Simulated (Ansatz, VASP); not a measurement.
# MgS5: VASP beside Ansatz

INCAR

```
SYSTEM = MgS5
PREC     = Accurate       ! precision mode
ENCUT    = 600            ! plane-wave cutoff, eV
EDIFF    = 1E-6           ! SCF threshold, eV
ISMEAR   = 0              ! smearing method
SIGMA    = 0.1            ! smearing width, eV
LREAL    = .False.        ! projectors in reciprocal space
LASPH    = .True.         ! aspherical terms in the spheres
NELM     = 80             ! most SCF steps
ALGO     = Normal         ! electronic algorithm
ISIF     = 3              ! what is computed and relaxed
LWAVE    = .False.        ! write WAVECAR
LCHARG   = .False.        ! write CHGCAR
GGA      = PE             ! functional
IBRION   = 2              ! ionic algorithm
NSW      = 100            ! ionic steps
EDIFFG   = -0.01          ! ionic threshold
```

KPOINTS

```
regular mesh
0
Gamma
  12 12 8
  0 0 0
```

File POSCAR:

```
MgS5
1.0
    5.3386883240      0.0000000000      0.0000000000
   -2.6693441620      4.6234397115      0.0000000000
    0.0000000000      0.0000000000      4.9304748231
Mg S
1 5
Direct
    0.0000000000      0.0000000000      0.5000000000
    0.6666666667      0.3333333333      0.6968599203
    0.0000000000      0.0000000000      0.0000000000
    0.6666666667      0.3333333333      0.3031400797
    0.3333333333      0.6666666667      0.3031400797
    0.3333333333      0.6666666667      0.6968599203
```

Input for Ansatz:

```yaml
crystal:
  lattice:
    - [5.338688324, 0.0, 0.0]
    - [-2.669344162, 4.6234397115, 0.0]
    - [0.0, 0.0, 4.9304748231]
  atoms:
    - { symbol: Mg, position: [0.0, 0.0, 0.5] }
    - { symbol: S, position: [0.6666666667, 0.3333333333, 0.6968599203] }
    - { symbol: S, position: [0.0, 0.0, 0.0] }
    - { symbol: S, position: [0.6666666667, 0.3333333333, 0.3031400797] }
    - { symbol: S, position: [0.3333333333, 0.6666666667, 0.3031400797] }
    - { symbol: S, position: [0.3333333333, 0.6666666667, 0.6968599203] }
basis:
  ecutwfc: 420
kpoints:
  mp_grid: { grid: [12, 12, 8] }
hamiltonian:
  xc: pbe
scf:
  occupations: { method: gaussian, width: 0.1 }
output:
  forces: true
  stress: true
  eigenvalues: true
relax:
  adjacent_minimum: "off"
  f_tol: 0.01
  max_steps: 80
  cell: { stress_tol: 0.05 }
```

Change from the starting cell: species swapped into the BaSn5 type (P6/mmm, No. 191).

Alike in both runs: task relaxation of cell and atoms; functional PBE; k mesh 12 × 12 × 8; occupations gaussian, width 0.1 eV; no spin polarisation.

```csv
,VASP,Ansatz
version,VASP 6.6.1,Ansatz 0.2.0
potentials or method,"VASP PAW PBE potentials, release 64 (Mg, S), cutoff 600 eV","scalar-relativistic, plane waves, PAW"
valence electrons in the cell,32,40
```

Ansatz gave:

| Property | Result |
| --- | --- |
| gap on the k mesh at the Fermi level, each at its own relaxed structure (eV) | none |
| relaxed volume (Å³/atom) | 20.28 |
| relaxed cell length with the largest relative difference (Å) | 4.930 |

Q: What did VASP give for the same quantities?

A: gap on the k mesh at the Fermi level, each at its own relaxed structure (eV): none; relaxed volume (Å³/atom): 20.24; relaxed cell length with the largest relative difference (Å): 4.921.

A gap of «none» marks a metal or a gap that the smearing closes. VASP's potentials hold 32 valence electrons a cell and Ansatz's 40, so a difference there can come from the potentials and not from the codes.
